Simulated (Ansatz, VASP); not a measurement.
TaBi in VASP and in Ansatz

```
Ta Bi
1.0
     0.00000    3.23048    3.23048
     3.23048    0.00000    3.23048
     3.23048    3.23048    0.00000
Ta Bi
1 1
Cartesian
  0.0000 0.0000 0.0000
  1.6152 1.6152 1.6152
```

Alike in both runs: task single point; functional PBEsol; k mesh 10 × 10 × 10; occupations gaussian, width 0.05 eV; no spin polarisation.

```csv
,VASP,Ansatz
version,VASP 6.6.1,Ansatz 0.2.0
potentials or method,"VASP PAW PBE potentials, release 64 (Ta_pv, Bi_d), cutoff 520 eV","scalar-relativistic, plane waves, PAW"
valence electrons in the cell,26,28
```

VASP gave:

```
gap on the k mesh at the Fermi level (eV) : none
pressure (GPa)                            : -2.8
```

Question: Which values does Ansatz return?

Answer: gap on the k mesh at the Fermi level (eV): none; pressure (GPa): -2.7.

VASP's potentials were made for PBE, not for PBEsol. A gap of «none» marks a metal or a gap that the smearing closes. VASP's potentials hold 26 valence electrons a cell and Ansatz's 28, so a difference there can come from the potentials and not from the codes.

Spin-orbit coupling is off throughout.
